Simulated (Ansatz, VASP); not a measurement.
# SiC: VASP beside Ansatz

```
Si C
1.0
     1.53890   -2.66750    0.00000
     1.53890    2.66750    0.00000
     0.00000    0.00000   15.12190
Si C
6 6
Direct
  0.16730 0.83270 0.85800
  0.83270 0.16730 0.35800
  0.50070 0.49930 0.52410
  0.49930 0.50070 0.02410
  0.83570 0.16430 0.69124
  0.16430 0.83570 0.19124
  0.49600 0.50400 0.65030
  0.50400 0.49600 0.15030
  0.16000 0.84000 0.98170
  0.84000 0.16000 0.48170
  0.82900 0.17100 0.81680
  0.17100 0.82900 0.31680
```

Alike in both runs: task relaxation of cell and atoms; functional PBE; k mesh 8 × 8 × 2; occupations gaussian, width 0.1 eV; no spin polarisation.

|  | VASP | Ansatz |
| --- | --- | --- |
| version | VASP 6.6.1 | Ansatz 0.2.0 |
| potentials or method | VASP PAW PBE potentials, release 64 (Si, C), cutoff 600 eV | scalar-relativistic, plane waves, PAW |
| valence electrons in the cell | 48 | 48 |

VASP gave:

* gap on the k mesh at the Fermi level, each at its own relaxed structure (eV): 2.02
* relaxed volume (Å³/atom): 10.49
* relaxed cell length with the largest relative difference (Å): 15.178

Q: Which values does Ansatz return?

A: gap on the k mesh at the Fermi level, each at its own relaxed structure (eV): 2.03; relaxed volume (Å³/atom): 10.50; relaxed cell length with the largest relative difference (Å): 15.185.
